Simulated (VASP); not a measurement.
# LiSi3N2 (P-6m2) in VASP: a series of runs

LiSi3N2 is run at these levels: PBE; tasks: single point, relaxation of cell and atoms.

Program: VASP 6.6.1. These are calculated values, not measurements. Logs are shortened: lines on timing, memory, paths and dates and some standing lists are left out, and cuts for length are marked.

### 1 The cell of the first run

Symmetry: P-6m2, No. 187, hexagonal system. The conventional cell has a = 4.232 Å, b = 4.232 Å, c = 5.430 Å, α = 90.00°, β = 90.00°, γ = 120.00°. Li (site symmetry -6m2) has 2 N at 1.72 Å within 2.3 Å. Si (site symmetry 3m) has 4 Si at 2.26 to 2.91 Å and 3 N at 2.51 Å and 3 Li at 2.69 Å within 3.0 Å. Si (site symmetry -6m2) has 6 N at 2.64 Å and 6 Si at 2.91 Å within 3.5 Å. N (site symmetry 3m) has 1 Li at 1.72 Å and 1 N at 1.99 Å within 2.3 Å.

The cell was generated, and may not be a known phase.

### 2 Single point, PBE

INCAR reads:

```
SYSTEM = LiSi3N2
PREC = Accurate
ENCUT = 520
EDIFF = 1E-6
ISMEAR = 0
SIGMA = 0.1
LREAL = .FALSE.
LASPH = .TRUE.
NELM = 80
ALGO = Fast
ISIF = 2
LWAVE = .FALSE.
LCHARG = .FALSE.
GGA = PE
NBANDS = 22
```

KPOINTS reads:

```
regular mesh
0
G
  6 6 4
  0 0 0
```

POSCAR reads:

```
LiSi3N2
1.0
    4.2321643600      0.0000000000      0.0000000000
   -2.1160821800      3.6651618500      0.0000000000
    0.0000000000      0.0000000000      5.4303703800
Li Si N
1 3 2
Direct
    0.3333333300      0.6666666700      0.5000000000
    0.0000000000      0.0000000000      0.7076736000
    0.0000000000      0.0000000000      0.2923264000
    0.6666666700      0.3333333300      0.0000000000
    0.3333333300      0.6666666700      0.1829064300
    0.3333333300      0.6666666700      0.8170935700
```

Potentials or basis: VASP PAW PBE potentials, release 64 (Li_sv, Si, N).

Launch:

```bash
> cat potpaw_PBE.64/Li_sv/POTCAR potpaw_PBE.64/Si/POTCAR potpaw_PBE.64/N/POTCAR > POTCAR
> mpirun -np 1 vasp_std > vasp.out
```

OUTCAR:

```text
SYSTEM = LiSi3N2
   PREC = Accurate
   ENCUT = 520
   EDIFF = 1E-6
   ISMEAR = 0
   LREAL = .FALSE.
   LASPH = .TRUE.
   NELM = 80
   ISIF = 2
   GGA = PE

 ion  position               nearest neighbor table
   1  0.333  0.667  0.500-   5 1.72   6 1.72   2 2.69   3 2.69   2 2.69   3 2.69   2 2.69   3 2.69

   2  0.000  0.000  0.708-   3 2.26   1 2.69   1 2.69   1 2.69   4 2.91   4 2.91   4 2.91
   3  0.000  0.000  0.292-   2 2.26   1 2.69   1 2.69   1 2.69   4 2.91   4 2.91   4 2.91
   4  0.667  0.333  0.000-   2 2.91   3 2.91   2 2.91   3 2.91   2 2.91   3 2.91
   5  0.333  0.667  0.183-   1 1.72
   6  0.333  0.667  0.817-   1 1.72

  LATTYP: Found a hexagonal cell.
 ALAT       =     4.2321643600
 C/A-ratio  =     1.2831189713

  Lattice vectors:

 A1 = (   4.2321643600,   0.0000000000,   0.0000000000)
 A2 = (  -2.1160821800,   3.6651618500,   0.0000000000)
 A3 = (   0.0000000000,   0.0000000000,   5.4303703800)

Analysis of symmetry for initial positions (statically):
=====================================================================
 Subroutine PRICEL returns:
 Original cell was already a primitive cell.

 Routine SETGRP: Setting up the symmetry group for a
 hexagonal supercell.

 Subroutine GETGRP returns: Found 12 space group operations
 (whereof 12 operations were pure point group operations)
 out of a pool of 24 trial point group operations.

The static configuration has the point symmetry D_3h.

Analysis of symmetry for dynamics (positions and initial velocities):
=====================================================================
 Subroutine PRICEL returns:
 Original cell was already a primitive cell.

 Routine SETGRP: Setting up the symmetry group for a
 hexagonal supercell.

 Subroutine GETGRP returns: Found 12 space group operations
 (whereof 12 operations were pure point group operations)
 out of a pool of 24 trial point group operations.

The dynamic configuration has the point symmetry D_3h.

 Subroutine INISYM returns: Found 12 space group operations
 (whereof 12 operations are pure point group operations),
 and found     1 'primitive' translations

----------------------------------------------------------------------------------------

                                     Primitive cell

  volume of cell :      84.2336

  direct lattice vectors                    reciprocal lattice vectors
     4.232164360  0.000000000  0.000000000     0.236285719  0.136419624  0.000000000
    -2.116082180  3.665161850  0.000000000     0.000000000  0.272839247  0.000000000
     0.000000000  0.000000000  5.430370380     0.000000000  0.000000000  0.184149502

  length of vectors
     4.232164360  4.232164361  5.430370380     0.272839247  0.272839247  0.184149502

  position of ions in fractional coordinates (direct lattice)
     0.333333330  0.666666670  0.500000000
     0.000000000  0.000000000  0.707673600
     0.000000000  0.000000000  0.292326400
     0.666666670  0.333333330  0.000000000
     0.333333330  0.666666670  0.182906430
     0.333333330  0.666666670  0.817093570

  ion indices of the primitive-cell ions
   primitive index   ion index
                 1           1
                 2           2
                 3           3
                 4           4
                 5           5
                 6           6

----------------------------------------------------------------------------------------

 KPOINTS: regular mesh

Automatic generation of k-mesh.
 Grid dimensions read from file:
 generate k-points for:    6    6    4

 Generating k-lattice:

  Cartesian coordinates                     Fractional coordinates (reciprocal lattice)
     0.039380953  0.022736604  0.000000000     0.166666667  0.000000000  0.000000000
     0.000000000  0.045473208  0.000000000     0.000000000  0.166666667  0.000000000
     0.000000000  0.000000000  0.046037375     0.000000000  0.000000000  0.250000000

  Length of vectors
     0.045473208  0.045473208  0.046037375

  Shift w.r.t. Gamma in fractional coordinates (k-lattice)
     0.000000000  0.000000000  0.000000000

 Subroutine IBZKPT returns following result:
 ===========================================

 Found     21 irreducible k-points:

 Following reciprocal coordinates:
            Coordinates               Weight
  0.000000  0.000000  0.000000      1.000000
  0.166667  0.000000  0.000000      6.000000
  0.333333  0.000000  0.000000      6.000000
  0.500000  0.000000  0.000000      3.000000
  0.166667  0.166667  0.000000      6.000000
  0.333333  0.166667  0.000000     12.000000
[... 13 lines left out ...]
  0.333333  0.166667  0.500000     12.000000
  0.333333  0.333333  0.500000      2.000000
   k-points           NKPTS =     21   k-points in BZ     NKDIM =     21   number of bands    NBANDS=     22
   number of dos      NEDOS =    301   number of ions     NIONS =      6
   total plane-waves  NPLWV =  40960
   dimension x,y,z NGX =    32 NGY =   32 NGZ =   40
   dimension x,y,z NGXF=    64 NGYF=   64 NGZF=   80
   ions per type =               1   3   2
   NGX,Y,Z   is equivalent  to a cutoff of  12.57, 12.57, 12.25 a.u.
   NGXF,Y,Z  is equivalent  to a cutoff of  25.14, 25.14, 24.49 a.u.
 SYSTEM =  LiSi3N2
   PREC   = accura    normal or accurate (medium, high low for compatibility)
   ISTART =      0    job   : 0-new  1-cont  2-samecut
   ICHARG =      2    charge: 1-file 2-atom 10-const
   ISPIN  =      1    spin polarized calculation?
   LNONCOLLINEAR =      F non collinear calculations
   LSORBIT =      F    spin-orbit coupling
   LASPH  =      T    aspherical Exc in radial PAW
   ENCUT  =  520.0 eV  38.22 Ry    6.18 a.u.   7.87  7.87 10.10*2*pi/ulx,y,z
   NELM   =     80;   NELMIN=  2; NELMDL= -5     # of ELM steps
   EDIFF  = 0.1E-05   stopping-criterion for ELM
   LREAL  =      F    real-space projection
   EDIFFG = 0.1E-04   stopping-criterion for IOM
   NSW    =      0    number of steps for IOM
   IBRION =     -1    ionic relax: 0-MD 1-quasi-New 2-CG
   NFREE  =      0    steps in history (QN), initial steepest desc. (CG)
   ISIF   =      2    stress and relaxation
   ISYM   =      2    0-nonsym 1-usesym 2-fastsym
   POTIM  = 0.5000    time-step for ionic-motion
   TEBEG  =    0.0;   TEEND  =   0.0 temperature during run
   PSTRESS=    0.0 pullay stress
   NELECT =      25.0000    total number of electrons
   NUPDOWN=      -1.0000    fix difference up-down
   EMIN   =  10.00;   EMAX   =-10.00  energy-range for DOS
   EFERMI =   0.00;   METHOD = LEGACY
   ISMEAR =     0;   SIGMA  =   0.10  broadening in eV -4-tet -1-fermi 0-gaus
   EFERMI_NEDOS =   21; number of points for ismear=-14 and -15
   IALGO  =     68    algorithm
   IMIX   =      4    mixing-type and parameters
     AMIX     =   0.40;   BMIX     =  1.00
     AMIX_MAG =   1.60;   BMIX_MAG =  1.00
  volume/ion in A,a.u.               =      14.04        94.74
  Fermi-wavevector in a.u.,A,eV,Ry     =   1.092010  2.063599 16.224743  1.192485
  Thomas-Fermi vector in A             =   2.228266
   LORBIT       =      0    0 simple, 1 ext, 2 COOP (PROOUT), +10 PAW based schemes
   GGA     = PE    functional components
   LHFCALC =     F    Hartree Fock is set to
   AEXX    =    0.0000 exact exchange contribution
   IVDW    =     0    specifies the selected vdW correction
   LEPSILON=     F    determine dielectric tensor
   LRPA    =     F    only Hartree local field effects (RPA)
 non-spin polarized calculation
 RMM-DIIS sequential band-by-band and
 Gauss-broadening in eV      SIGMA  =   0.10
  energy-cutoff  :      520.00
  volume of cell :       84.23
 maximum number of plane-waves:      2288
 NGX is ok and might be reduce to    32
   NGX = 15   NGY = 15   NGZ = 21

 number of electron      24.9999996 magnetization

 Free energy of the ion-electron system (eV)
  ---------------------------------------------------
  ext. energy  EPLUGINS =         0.00000000
  ---------------------------------------------------
  free energy    TOTEN  =       -27.40062189 eV

  energy without entropy =      -27.38982923  energy(sigma->0) =      -27.39522556

 E-fermi :   6.0153     XC(G=0): -10.1015

 val. band max:        6.0121277184   @ k =   0.3333   0.3333   0.2500
 cond. band min:       6.0270411552   @ k =   0.1667   0.0000   0.2500
 fundamental gap:      0.0149134368
 Fermi energy:         6.0152607540

 k-point     1 :       0.0000    0.0000    0.0000
  band No.  band energies     occupation
      1     -39.7978      2.00000
      2      -9.9963      2.00000
      3      -7.5905      2.00000
      4      -3.3268      2.00000
      5      -0.8074      2.00000
      6       1.3427      2.00000
[... 14 lines left out ...]
     21      11.2168      0.00000
     22      11.9852      0.00000

 k-point     2 :       0.1667    0.0000    0.0000
  band No.  band energies     occupation
      1     -39.7978      2.00000
      2      -9.8820      2.00000
      3      -7.5206      2.00000
      4      -3.5544      2.00000
      5      -1.0160      2.00000
      6       0.9747      2.00000
[... 14 lines left out ...]
     21      11.1158      0.00000
     22      12.8570      0.00000

 k-point     3 :       0.3333    0.0000    0.0000
  band No.  band energies     occupation
      1     -39.7977      2.00000
      2      -9.6268      2.00000
      3      -7.3724      2.00000
      4      -4.0695      2.00000
      5      -1.2815      2.00000
      6       0.3024      2.00000
[... 14 lines left out ...]
     21      12.2175      0.00000
     22      13.9483      0.00000
[... 401 lines left out ...]
 k-point    20 :       0.3333    0.1667    0.5000
  band No.  band energies     occupation
      1     -39.7976      2.00000
      2      -9.5647      2.00000
      3      -7.1523      2.00000
      4      -3.3101      2.00000
      5      -2.9468      2.00000
      6      -1.0738      2.00000
[... 14 lines left out ...]
     21      12.3096      0.00000
     22      12.8493      0.00000

 k-point    21 :       0.3333    0.3333    0.5000
  band No.  band energies     occupation
      1     -39.7976      2.00000
      2      -9.5061      2.00000
      3      -7.0771      2.00000
      4      -3.3749      2.00000
      5      -2.4355      2.00000
      6      -2.2992      2.00000
[... 14 lines left out ...]
     21      12.8391      0.00000
     22      13.7117      0.00000

------------------------ aborting loop because EDIFF is reached ----------------------------------------

  FORCE on cell =-STRESS in cart. coord.  units (eV):
  Direction    XX          YY          ZZ          XY          YZ          ZX
  --------------------------------------------------------------------------------------
  -------------------------------------------------------------------------------------
  Total       -3.4139572     -3.4139572     -1.8058736     -0.0000000     -0.0000000      0.0000000
  in kB      -64.9356998    -64.9356998    -34.3488976     -0.0000000     -0.0000000      0.0000000
  external PRESSURE =     -54.7400991 kB  Pullay stress =       0.0000000 kB

 VOLUME and BASIS-vectors are now :
 -----------------------------------------------------------------------------
  energy-cutoff  :      520.00
  volume of cell :       84.23
      direct lattice vectors                 reciprocal lattice vectors
     4.232164360  0.000000000  0.000000000     0.236285719  0.136419624  0.000000000
    -2.116082180  3.665161850  0.000000000     0.000000000  0.272839247  0.000000000
     0.000000000  0.000000000  5.430370380     0.000000000  0.000000000  0.184149502

 POSITION                                       TOTAL-FORCE (eV/Angst)
 -----------------------------------------------------------------------------------
     -0.00000      2.44344      2.71519        -0.000000      0.000000      0.000000
      0.00000      0.00000      3.84293         0.000000      0.000000      2.844121
      0.00000      0.00000      1.58744         0.000000      0.000000     -2.844121
      2.11608      1.22172      0.00000         0.000000      0.000000      0.000000
     -0.00000      2.44344      0.99325        -0.000000     -0.000000     -3.946670
     -0.00000      2.44344      4.43712        -0.000000     -0.000000      3.946670
 -----------------------------------------------------------------------------------
    total drift:                                0.000045     -0.000026     -0.000000

  FREE ENERGIE OF THE ION-ELECTRON SYSTEM (eV)
  ---------------------------------------------------
  free  energy   TOTEN  =       -27.4006218888 eV

  energy  without entropy=      -27.3898292304  energy(sigma->0) =      -27.39522556
```

It took 1.8 min on 1 thread of Oxide Virtual Turin-like, shared host; peak memory 0.17 GiB.

What came out:

```yaml
Free_energy: -27.4006 eV
Largest_force: 3.947 eV/Å
Band_gap_on_the_k_mesh: zero (an odd number of electrons rules out a gap without spin polarisation)
```

Forces on the atoms (eV/Å):
```
Li   0.000  0.000  0.000
Si   0.000  0.000  2.844
Si   0.000  0.000 -2.844
Si   0.000  0.000  0.000
N    0.000  0.000 -3.947
N    0.000  0.000  3.947
```

Levels at points of the mesh, in eV from the Fermi level:
| k point | band 11 | band 12 | band 13 | band 14 | band 15 | band 16 |
| --- | --- | --- | --- | --- | --- | --- |
| (0.00, 0.00, 0.00) | -2.43 | -1.64 | -1.64 | -0.48 | 0.10 | 2.77 |
| (0.50, 0.00, 0.00) | -1.58 | -0.89 | 0.24 | 0.26 | 0.65 | 1.73 |
| (0.00, 0.00, 0.50) | -1.51 | -1.12 | -0.80 | -0.80 | 0.26 | 0.26 |
| (0.50, 0.00, 0.50) | -1.14 | -0.37 | 0.35 | 1.59 | 1.77 | 2.15 |

Caveat: the cutoff is under 1.25 times the usual one of these potentials, so pressure, stress and relaxed cells hold a basis-set (Pulay) error; an odd number of electrons without spin polarisation forces a metal; a magnetic or distorted state may lie lower.

[end of part 1 of 2]

The gap in the log of VASP goes by the Fermi energy; the results here count the filled bands.